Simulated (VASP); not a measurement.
# ZnPt (Cmmm) in VASP: notebook

ZnPt is run at these levels: LDA; tasks: single point.

Everything below comes from runs of VASP 6.6.1. Logs are shortened: lines on timing, memory, paths and dates and some standing lists are left out, and cuts for length are marked.

## (1) The cell of the first run

Symmetry: Cmmm, No. 65, orthorhombic system. The conventional cell has a = 4.015 Å, b = 4.086 Å, c = 3.510 Å, α = 90.00°, β = 90.00°, γ = 90.00°. Zn (site symmetry mmm) has 8 Pt at 2.67 to 2.69 Å and 4 Zn at 2.86 Å within 3.5 Å. Pt (site symmetry mmm) has 8 Zn at 2.67 to 2.69 Å and 4 Pt at 2.86 Å within 3.5 Å.

## (2) Single point, LDA (strain +0.0175 x Voigt [0, 0, 0, 0, 0, 1])

File INCAR:

```
SYSTEM = ZnPt
PREC     = Accurate       ! precision mode
ENCUT    = 520            ! plane-wave cutoff, eV
EDIFF    = 1E-6           ! SCF threshold, eV
ISMEAR   = 0              ! smearing method
SIGMA    = 0.15           ! smearing width, eV
LREAL    = .FALSE.        ! projectors in reciprocal space
LASPH    = .TRUE.         ! aspherical terms in the spheres
NELM     = 100            ! most SCF steps
ALGO     = Normal         ! electronic algorithm
ISIF     = 2              ! what is computed and relaxed
LWAVE    = .FALSE.        ! write WAVECAR
LCHARG   = .TRUE.         ! write CHGCAR
GGA      = CA             ! functional
LELF     = .TRUE.         ! ELF
LVHAR    = .TRUE.       
NBANDS   = 18             ! bands
```

File KPOINTS:

```
regular mesh
0
G
  16 16 14
  0 0 0
```

File POSCAR:

```
ZnPt
1.0
    2.8640000000      0.0250600000      0.0000000000
    0.0250600000      2.8640000000      0.0000000000
    0.0000000000      0.0000000000      3.5100000000
Zn Pt
1 1
Direct
    0.5000000000      0.5000000000      0.5000000000
    0.0000000000      0.0000000000      0.0000000000
```

Potentials or basis: VASP PAW LDA potentials, release 64 (Zn, Pt).

On the command line:

```console
> cat potpaw_LDA.64/Zn/POTCAR potpaw_LDA.64/Pt/POTCAR > POTCAR
> mpirun -np 1 vasp_std > vasp.out
```

OUTCAR:

```text
SYSTEM = ZnPt
   PREC = Accurate
   ENCUT = 520
   EDIFF = 1E-6
   ISMEAR = 0
   LREAL = .FALSE.
   LASPH = .TRUE.
   NELM = 100
   ISIF = 2
   GGA = CA

 ion  position               nearest neighbor table
   1  0.500  0.500  0.500-   2 2.67   2 2.67   2 2.67   2 2.67   2 2.69   2 2.69   2 2.69   2 2.69

   2  0.000  0.000  0.000-   1 2.67   1 2.67   1 2.67   1 2.67   1 2.69   1 2.69   1 2.69   1 2.69

  LATTYP: Found a base centered orthorhombic cell.
 ALAT       =     4.0148674508
 B/A-ratio  =     1.0176544767
 C/A-ratio  =     0.8742505308

  Lattice vectors:

 A1 = (  -0.0250600000,  -2.8640000000,   0.0000000000)
 A2 = (   2.8640000000,   0.0250600000,   0.0000000000)
 A3 = (   0.0000000000,   0.0000000000,   3.5100000000)

Analysis of symmetry for initial positions (statically):
=====================================================================
 Subroutine PRICEL returns:
 Original cell was already a primitive cell.

 Routine SETGRP: Setting up the symmetry group for a
 base centered orthorhombic supercell.

 Subroutine GETGRP returns: Found  8 space group operations
 (whereof  8 operations were pure point group operations)
 out of a pool of  8 trial point group operations.

The static configuration has the point symmetry D_2h.

Analysis of symmetry for dynamics (positions and initial velocities):
=====================================================================
 Subroutine PRICEL returns:
 Original cell was already a primitive cell.

 Routine SETGRP: Setting up the symmetry group for a
 base centered orthorhombic supercell.

 Subroutine GETGRP returns: Found  8 space group operations
 (whereof  8 operations were pure point group operations)
 out of a pool of  8 trial point group operations.

The dynamic configuration has the point symmetry D_2h.

 Subroutine INISYM returns: Found  8 space group operations
 (whereof  8 operations are pure point group operations),
 and found     1 'primitive' translations

----------------------------------------------------------------------------------------

                                     Primitive cell

  volume of cell :      28.7886

  direct lattice vectors                    reciprocal lattice vectors
     2.864000000  0.025060000  0.000000000     0.349188746 -0.003055402  0.000000000
[... 81 lines left out ...]
   LNONCOLLINEAR =      F non collinear calculations
   LSORBIT =      F    spin-orbit coupling
   LASPH  =      T    aspherical Exc in radial PAW
   ENCUT  =  520.0 eV  38.22 Ry    6.18 a.u.   5.33  5.33  6.53*2*pi/ulx,y,z
   NELM   =    100;   NELMIN=  2; NELMDL= -5     # of ELM steps
   EDIFF  = 0.1E-05   stopping-criterion for ELM
   LREAL  =      F    real-space projection
   EDIFFG = 0.1E-04   stopping-criterion for IOM
   NSW    =      0    number of steps for IOM
   IBRION =     -1    ionic relax: 0-MD 1-quasi-New 2-CG
   NFREE  =      0    steps in history (QN), initial steepest desc. (CG)
   ISIF   =      2    stress and relaxation
   ISYM   =      2    0-nonsym 1-usesym 2-fastsym
   POTIM  = 0.5000    time-step for ionic-motion
   TEBEG  =    0.0;   TEEND  =   0.0 temperature during run
   PSTRESS=    0.0 pullay stress
   NELECT =      22.0000    total number of electrons
   NUPDOWN=      -1.0000    fix difference up-down
   EMIN   =  10.00;   EMAX   =-10.00  energy-range for DOS
   EFERMI =   0.00;   METHOD = LEGACY
   ISMEAR =     0;   SIGMA  =   0.15  broadening in eV -4-tet -1-fermi 0-gaus
   EFERMI_NEDOS =   21; number of points for ismear=-14 and -15
   IALGO  =     38    algorithm
   IMIX   =      4    mixing-type and parameters
     AMIX     =   0.40;   BMIX     =  1.00
     AMIX_MAG =   1.60;   BMIX_MAG =  1.00
  volume/ion in A,a.u.               =      14.39        97.14
  Fermi-wavevector in a.u.,A,eV,Ry     =   1.496726  2.828403 30.479635  2.240190
  Thomas-Fermi vector in A             =   2.608706
   LORBIT       =      0    0 simple, 1 ext, 2 COOP (PROOUT), +10 PAW based schemes
   GGA     = CA    functional components
   LHFCALC =     F    Hartree Fock is set to
   AEXX    =    0.0000 exact exchange contribution
   IVDW    =     0    specifies the selected vdW correction
   LEPSILON=     F    determine dielectric tensor
   LRPA    =     F    only Hartree local field effects (RPA)
 non-spin polarized calculation
 Gauss-broadening in eV      SIGMA  =   0.15
  energy-cutoff  :      520.00
  volume of cell :       28.79
 maximum number of plane-waves:       792
 NGX is ok and might be reduce to    24
   NGX = 11   NGY = 11   NGZ = 13

 number of electron      22.0000009 magnetization

 Free energy of the ion-electron system (eV)
  ---------------------------------------------------
  ext. energy  EPLUGINS =         0.00000000
  ---------------------------------------------------
  free energy    TOTEN  =       -10.48615470 eV

  energy without entropy =      -10.48155867  energy(sigma->0) =      -10.48385669

 E-fermi :   7.2036     XC(G=0): -13.1013

 val. band max:        7.1918135029   @ k =  -0.3125   0.1250   0.4286
 cond. band min:       7.2313050274   @ k =   0.2500   0.2500   0.5000
 fundamental gap:      0.0394915245
 Fermi energy:         7.2035924562

 k-point     1 :       0.0000    0.0000    0.0000
  band No.  band energies     occupation
      1      -3.1682      2.00000
      2      -0.5630      2.00000
      3      -0.5215      2.00000
      4       0.1834      2.00000
      5       0.2339      2.00000
      6       0.4346      2.00000
[... 481 lines left out ...]
      5       0.2132      2.00000
      6       0.4203      2.00000
[... 10 lines left out ...]
     17      23.3694      0.00000
     18      24.7817      0.00000

 [... further k-points ...]

------------------------ aborting loop because EDIFF is reached ----------------------------------------

  FORCE on cell =-STRESS in cart. coord.  units (eV):
  Direction    XX          YY          ZZ          XY          YZ          ZX
  --------------------------------------------------------------------------------------
  -------------------------------------------------------------------------------------
  Total       -1.8144854     -1.8144854     -1.7851550     -0.1629597      0.0000000      0.0000000
  in kB     -100.9820458   -100.9820458    -99.3497137     -9.0692379      0.0000000      0.0000000
  external PRESSURE =    -100.4379351 kB  Pullay stress =       0.0000000 kB

 VOLUME and BASIS-vectors are now :
 -----------------------------------------------------------------------------
  energy-cutoff  :      520.00
  volume of cell :       28.79
      direct lattice vectors                 reciprocal lattice vectors
     2.864000000  0.025060000  0.000000000     0.349188746 -0.003055402  0.000000000
     0.025060000  2.864000000  0.000000000    -0.003055402  0.349188746  0.000000000
     0.000000000  0.000000000  3.510000000     0.000000000  0.000000000  0.284900285

 POSITION                                       TOTAL-FORCE (eV/Angst)
 -----------------------------------------------------------------------------------
      1.44453      1.44453      1.75500        -0.000000      0.000000      0.000000
      0.00000      0.00000      0.00000         0.000000      0.000000      0.000000
 -----------------------------------------------------------------------------------
    total drift:                                0.000000      0.000000     -0.000000

  FREE ENERGIE OF THE ION-ELECTRON SYSTEM (eV)
  ---------------------------------------------------
  free  energy   TOTEN  =       -10.4861547043 eV

  energy  without entropy=      -10.4815586739  energy(sigma->0) =      -10.48385669
```

OSZICAR:

```text
N       E                     dE             d eps       ncg     rms          rms(c)
DAV:   1     0.120384282775E+03    0.12038E+03   -0.11104E+04 21784   0.165E+03
DAV:   2    -0.512139843891E+01   -0.12551E+03   -0.11880E+03 21490   0.308E+02
DAV:   3    -0.108775518838E+02   -0.57562E+01   -0.56968E+01 23126   0.688E+01
DAV:   4    -0.109331518843E+02   -0.55600E-01   -0.55575E-01 23398   0.596E+00
DAV:   5    -0.109338221933E+02   -0.67031E-03   -0.67029E-03 22730   0.713E-01    0.100E+01
DAV:   6    -0.105409253962E+02    0.39290E+00   -0.97586E-01 23460   0.175E+01    0.527E+00
DAV:   7    -0.104969124673E+02    0.44013E-01   -0.44612E-02 28830   0.310E+00    0.236E+00
DAV:   8    -0.104863679985E+02    0.10544E-01   -0.13956E-02 22972   0.122E+00    0.205E-01
DAV:   9    -0.104861918855E+02    0.17611E-03   -0.52012E-04 25712   0.592E-01    0.892E-02
DAV:  10    -0.104861546018E+02    0.37284E-04   -0.13599E-04 22110   0.916E-02    0.177E-02
DAV:  11    -0.104861547043E+02   -0.10254E-06   -0.73536E-06 23668   0.322E-02
   1 F= -.10486155E+02 E0= -.10483857E+02  d E =-.459603E-02
```

stdout:

```text
POSCAR found type information on POSCAR ZnPt
 POSCAR found :  2 types and       2 ions
 scaLAPACK will be used
 LDA part: xc-table for (Slater(with rela. corr.)+CA(PZ))
 , standard interpolation
 POSCAR, INCAR and KPOINTS ok, starting setup
 FFT: planning ... GRIDC
 FFT: planning ... GRID_SOFT
 FFT: planning ... GRID
 WAVECAR not read
 entering main loop
```

It took 85 s on 1 thread of Intel Xeon Platinum 8488C (Sapphire Rapids), shared host; peak memory 0.4 GiB.

Results:

| Property | Result |
| --- | --- |
| Free energy | -10.4862 eV |
| Pressure | -10.0 GPa |
| Band gap on the k mesh | zero (band 11 reaches 10.22 eV, above the bottom of band 12 at 5.66 eV) |

Stress tensor (GPa, compression positive):
```
-10.10  -0.91   0.00
 -0.91 -10.10   0.00
  0.00   0.00  -9.93
```

Levels at points of the mesh, in eV from the Fermi level:
```tsv
k point	band 7	band 8	band 9	band 10	band 11	band 12	band 13	band 14	band 15	band 16
(0.00, 0.00, 0.00)	-4.59	-3.97	-1.50	-1.49	-0.92	2.43	8.31	8.35	8.84	15.23
(0.50, 0.00, 0.00)	-4.24	-4.23	-4.17	-2.61	-1.59	1.16	9.12	9.75	11.36	12.40
(0.50, 0.50, 0.00)	-2.58	-2.58	-2.52	-0.51	-0.23	0.17	5.01	5.55	9.00	11.71
(0.00, 0.00, 0.50)	-5.96	-4.91	-2.43	-2.35	-1.89	-0.99	12.44	13.57	13.66	14.01
(0.50, 0.00, 0.50)	-4.20	-2.06	-1.84	-1.57	-1.27	-1.19	3.08	4.14	13.37	15.30
(0.50, 0.50, 0.50)	-5.10	-5.03	-1.26	0.19	2.59	5.01	5.32	5.58	6.88	6.98
```

Caveat: the cell differs from its parent crystal (strain +0.0175 x Voigt [0, 0, 0, 0, 0, 1]); spin-orbit coupling is left out, which moves the levels of the heavy elements.

## (3) Single point, LDA (strain -0.0200 x Voigt [0, 0, 0, 0, 0, 1])

File INCAR:

```
SYSTEM = ZnPt
  PREC = Accurate
  ENCUT = 520
  EDIFF = 1E-7
  ISMEAR = 0
  SIGMA = 0.15
  LREAL = .FALSE.
  LASPH = .TRUE.
  NELM = 100
  ALGO = Normal
  ISIF = 2
  LWAVE = .FALSE.
  LCHARG = .FALSE.
  NBANDS = 18
```

KPOINTS is that of step 2.

File POSCAR:

```
ZnPt
1.0
    2.8640000000     -0.0286400000      0.0000000000
   -0.0286400000      2.8640000000      0.0000000000
    0.0000000000      0.0000000000      3.5100000000
Zn Pt
1 1
Direct
    0.5000000000      0.5000000000      0.5000000000
    0.0000000000      0.0000000000      0.0000000000
```

Potentials or basis: VASP PAW LDA potentials, release 64 (Zn, Pt).

On the command line:

```console
> cat potpaw_LDA.64/Zn/POTCAR potpaw_LDA.64/Pt/POTCAR > POTCAR
> mpirun -np 1 vasp_std > vasp.out
```

It took 93 s on 1 thread of Intel Xeon Platinum 8488C (Sapphire Rapids), shared host; peak memory 0.4 GiB.

The run converged. Its results:

```yaml
Free_energy: -10.4858 eV
Pressure: -9.9 GPa
Band_gap_on_the_k_mesh: zero (band 11 reaches 10.22 eV, above the bottom of band 12 at 5.66 eV)
```

Stress tensor (GPa, compression positive):
```
-10.00   1.04   0.00
  1.04 -10.00   0.00
  0.00   0.00  -9.84
```

Levels at points of the mesh, in eV from the Fermi level:
```
           k point  band 9  band 10  band 11  band 12  band 13  band 14
(0.00, 0.00, 0.00)   -1.50    -1.49    -0.92     2.43     8.30     8.35
(0.50, 0.00, 0.00)   -4.17    -2.61    -1.59     1.16     9.12     9.76
(0.50, 0.50, 0.00)   -2.51    -0.53    -0.21     0.17     4.99     5.57
(0.00, 0.00, 0.50)   -2.44    -2.34    -1.89    -0.99    12.45    13.56
(0.50, 0.00, 0.50)   -1.84    -1.57    -1.27    -1.19     3.08     4.14
(0.50, 0.50, 0.50)   -1.26     0.19     2.58     4.99     5.34     5.59
```

Caveat: the cell differs from its parent crystal (strain -0.0200 x Voigt [0, 0, 0, 0, 0, 1]); spin-orbit coupling is left out, which moves the levels of the heavy elements.
